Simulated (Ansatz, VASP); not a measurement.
CoSn in VASP and in Ansatz

```
Co Sn
1.0
     5.53290    0.00000    0.00000
    -2.76645    4.79163    0.00000
     0.00000    0.00000    4.41858
Co Sn
3 3
Direct
  0.00000 0.50000 0.00000
  0.50000 0.50000 0.00000
  0.50000 0.00000 0.00000
  0.66667 0.33333 0.50000
  0.33333 0.66667 0.50000
  0.00000 0.00000 0.00000
```

Change from the starting cell: equal strain along all axes, cell held, atoms relaxed: +6.0 %.

Alike in both runs: task single point; functional PBEsol; k mesh 12 × 12 × 8; occupations gaussian, width 0.1 eV; no spin polarisation.

```csv
,VASP,Ansatz
version,VASP 6.6.1,Ansatz 0.2.0
potentials or method,"VASP PAW PBE potentials, release 64 (Co, Sn_d), cutoff 520 eV","scalar-relativistic, plane waves, PAW"
valence electrons in the cell,69,93
```

```tsv
	VASP	Ansatz	Ansatz less VASP
gap on the k mesh at the Fermi level (eV)	none	none	-
pressure (GPa)	-16.7	-16.7	+0.02
traceless stress, the component that is largest in VASP (GPa)	-0.06	0.00	+0.059
```

VASP's potentials were made for PBE, not for PBEsol. A gap of «none» marks a metal or a gap that the smearing closes. VASP's potentials hold 69 valence electrons a cell and Ansatz's 93, so a difference there can come from the potentials and not from the codes.
